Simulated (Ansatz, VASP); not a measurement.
Given: the input of a run of VASP 6.6.1 on Ta.

Contents of INCAR:

```
SYSTEM = Ta
  PREC = Accurate
  ENCUT = 520
  EDIFF = 1E-7
  ISMEAR = -1
  SIGMA = 0.05
  LREAL = .FALSE.
  LASPH = .TRUE.
  NELM = 100
  ALGO = Normal
  ISIF = 2
  LWAVE = .FALSE.
  LCHARG = .FALSE.
  GGA = CA
  NBANDS = 18
```

File KPOINTS:

```
Automatic mesh
0
G
  11 11 5
  0 0 0
```

File POSCAR:

```
Ta
1.0
    2.9572565550      0.0000000000      0.0000000000
   -1.4786282775      2.5610593022      0.0000000000
    0.0000000000      0.0000000000      5.2675992145
Ta
2
Direct
    0.3333333333      0.6666666667      0.2500000000
    0.6666666667      0.3333333333      0.7500000000
```

Potentials or basis: VASP PAW LDA potentials, release 64 (Ta_pv).

Command:

```bash
$ cat potpaw_LDA.64/Ta_pv/POTCAR > POTCAR
$ mpirun -np 1 vasp_std > vasp.out
```

**Question.** Translate it to Ansatz 0.2.0. Potentials there: all-electron LAPW, scalar-relativistic.

**Answer.** As run (the cutoff follows the program's own potentials):

input.yaml

```yaml
crystal:
  lattice:
    - [2.957256555, 0.0, 0.0]
    - [-1.4786282775, 2.5610593022, 0.0]
    - [0.0, 0.0, 5.2675992145]
  atoms:
    - { symbol: Ta, position: [0.3333333333, 0.6666666667, 0.25] }
    - { symbol: Ta, position: [0.6666666667, 0.3333333333, 0.75] }
kpoints:
  mp_grid: { grid: [11, 11, 5] }
scf:
  occupations: { method: fermi_dirac, width: 0.05 }
hamiltonian:
  xc: lda
  pseudopotentials: { kind: all_electron, lapw: { basis_error: 0.001 } }
output:
  forces: true
  stress: true
  eigenvalues: true
```

Potentials or basis: all-electron LAPW, scalar-relativistic.

Command:

```bash
$ ansatz run input.yaml --threads 1 --pin off --max-ram 3072MiB --backend cpu --events-out ev --progress --plain --runs-dir out
```

Both were run:

|  | VASP | Ansatz | Ansatz less VASP |
| --- | --- | --- | --- |
| gap on the k mesh at the Fermi level (eV) | none | none | - |
| pressure (GPa) | -20.0 | -20.4 | -0.45 |
| traceless stress, the component that is largest in VASP (GPa) | 2.65 | 2.66 | +0.011 |

LDA's correlation is that of Perdew and Zunger in VASP and of Perdew and Wang (1992) in Ansatz. A gap of «none» marks a metal or a gap that the smearing closes. Ansatz ran all-electron here, and VASP with PAW potentials.

Neither program's run includes spin-orbit coupling.
